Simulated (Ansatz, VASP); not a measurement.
Two plane-wave programs on Rh

```
Rh
1.0
     2.61590    0.00000    0.00000
    -1.30795    2.26544    0.00000
     0.00000    0.00000    4.59560
Rh
2
Direct
  0.66667 0.33333 0.75000
  0.33333 0.66667 0.25000
```

Alike in both runs: task single point; functional PBE; k mesh 18 × 18 × 10; occupations gaussian, width 0.15 eV; no spin polarisation.

```csv
,VASP,Ansatz
version,VASP 6.6.1,Ansatz 0.2.0
potentials or method,"VASP PAW PBE potentials, release 64 (Rh_pv), cutoff 520 eV","scalar-relativistic, plane waves, PAW"
valence electrons in the cell,30,34
```

VASP gave:

* gap on the k mesh at the Fermi level (eV): none
* pressure (GPa): 11.7
* traceless stress, the component that is largest in VASP (GPa): -17.07

Question: Estimate Ansatz's values.

Answer: gap on the k mesh at the Fermi level (eV): none; pressure (GPa): 11.8; traceless stress, the component that is largest in VASP (GPa): -17.08.

A gap of «none» marks a metal or a gap that the smearing closes. VASP's potentials hold 30 valence electrons a cell and Ansatz's 34, so a difference there can come from the potentials and not from the codes.
